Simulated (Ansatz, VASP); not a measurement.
One calculation of Fe, two programs

Contents of INCAR:

```
PREC = Accurate
ENCUT = 600
EDIFF = 1E-6
ISMEAR = -1
SIGMA = 0.05
LREAL = F
LASPH = T
NELM = 200
ALGO = Normal
ISIF = 2
LWAVE = F
LCHARG = F
ISPIN = 2
MAGMOM = 3
LORBIT = 11
LMAXMIX = 4
GGA = PS
NBANDS = 18
GGA_COMPAT = F
```

KPOINTS

```
Automatic mesh
0
Gamma
  13 13 13
```

POSCAR

```
Fe
1.0
    0.0000000000      1.9798226863      2.0036464209
    1.5278283418      0.0000000000      2.0036464209
    1.5278283418      1.9798226863      0.0000000000
Fe
1
Direct
    0.0000000000      0.0000000000      0.0000000000
```

Contents of input.yaml:

```yaml
crystal:
  lattice:
    - [0.0, 1.9798226863, 2.0036464209]
    - [1.5278283418, 0.0, 2.0036464209]
    - [1.5278283418, 1.9798226863, 0.0]
  atoms:
    - { symbol: Fe, position: [0.0, 0.0, 0.0], spin: 3.0 }
hamiltonian:
  xc: pbesol
  pseudopotentials: { kind: paw }
magnetization:
  spin_polarized: true
kpoints:
  mp_grid: { grid: [13, 13, 13] }
scf:
  occupations: { method: fermi_dirac, width: 0.05 }
output:
  forces: true
  stress: true
  eigenvalues: true
```

Alike in both runs: task single point; functional PBEsol; k mesh 13 × 13 × 13; occupations fermi-dirac, width 0.05 eV; collinear spin.

```csv
,VASP,Ansatz
version,VASP 6.6.1,Ansatz 0.2.0
potentials or method,"VASP PAW PBE potentials, release 64 (Fe_sv)",Ansatz PAW
plane-wave cutoff (eV),600,420
valence electrons in the cell,16,16
```

|  | VASP | Ansatz | Ansatz less VASP |
| --- | --- | --- | --- |
| gap on the k mesh at the Fermi level (eV) | none | none | - |
| pressure (GPa) | -21.0 | -17.9 | +3.14 |
| traceless stress, the component that is largest in VASP (GPa) | -3.69 | -3.69 | -0.002 |
| net moment per atom (μB) | 2.32 | 2.32 | -0.002 |
| size of the moment on the site where the two differ most (μB) | 2.32 | 2.37 | +0.049 |

VASP's potentials were made for PBE, not for PBEsol. Site moments also hang on the region over which each program counts them. A gap of «none» marks a metal or a gap that the smearing closes.
